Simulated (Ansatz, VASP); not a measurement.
Two plane-wave programs on Si

```
CELL_PARAMETERS angstrom
3.90575 0.00000 0.00000
-1.95287 3.38248 0.00000
0.00000 0.00000 4.11666
ATOMIC_POSITIONS crystal
Si 0.00000 0.50000 0.33333
Si 0.50000 0.50000 0.66667
Si 0.50000 0.00000 0.00000
```

Alike in both runs: task single point; functional PBE-based screened hybrid with a share of 0.15 of exact exchange and HFSCREEN = 0.2; k mesh 4 × 4 × 4; occupations fermi-dirac, width 0.05 eV; no spin polarisation.

```csv
,VASP,Ansatz
version,VASP 6.6.1,Ansatz 0.2.0
potentials or method,"VASP PAW PBE potentials, release 64 (Si)",Ansatz PAW
plane-wave cutoff (eV),520,420
valence electrons in the cell,12,12
```

|  | VASP | Ansatz | Ansatz less VASP |
| --- | --- | --- | --- |
| pressure (GPa) | -1.7 | -1.5 | +0.24 |
| traceless stress, the component that is largest in VASP (GPa) | -1.14 | -1.17 | -0.027 |

VASP's potentials were made for PBE, not for PBE-based screened hybrid.

The k mesh is coarse, so the values compare programs but aren't converged.
